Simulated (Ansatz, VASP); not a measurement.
## Li2H: VASP beside Ansatz

```xyz
3
Lattice="2.7979 0.0000 0.0000 -1.3990 2.4231 0.0000 0.0000 0.0000 5.2104" Properties=species:S:1:pos:R:3 pbc="T T T"
Li    1.3990    0.8077    3.9619
Li    1.3990    0.8077    1.2486
H     0.0000    0.0000    0.0000
```

Change from the starting cell: relaxed end of: ordered vacancies on the anion sites of nickel arsenide (P-6m2, No. 187).

Alike in both runs: task relaxation of cell and atoms; functional PBE; k mesh 18 × 18 × 10; occupations gaussian, width 0.1 eV; no spin polarisation.

```csv
,VASP,Ansatz
version,VASP 6.6.1,Ansatz 0.2.0
potentials or method,"VASP PAW PBE potentials, release 64 (Li_sv, H), cutoff 600 eV","scalar-relativistic, plane waves, PAW"
valence electrons in the cell,7,7
```

Ansatz gave:

| Quantity | Value |
| --- | --- |
| gap on the k mesh at the Fermi level, each at its own relaxed structure (eV) | none |
| relaxed volume (Å³/atom) | 11.77 |
| relaxed length of the cell vector where the two differ most in proportion (Å) | 5.210 |

Which values does VASP return?

gap on the k mesh at the Fermi level, each at its own relaxed structure (eV): none; relaxed volume (Å³/atom): 11.75; relaxed length of the cell vector where the two differ most in proportion (Å): 5.207.

A gap of «none» marks a metal or a gap that the smearing closes.

Noted on VASP's run: the cutoff is under 1.25 times that of the potentials, so the pressure is a little rough.
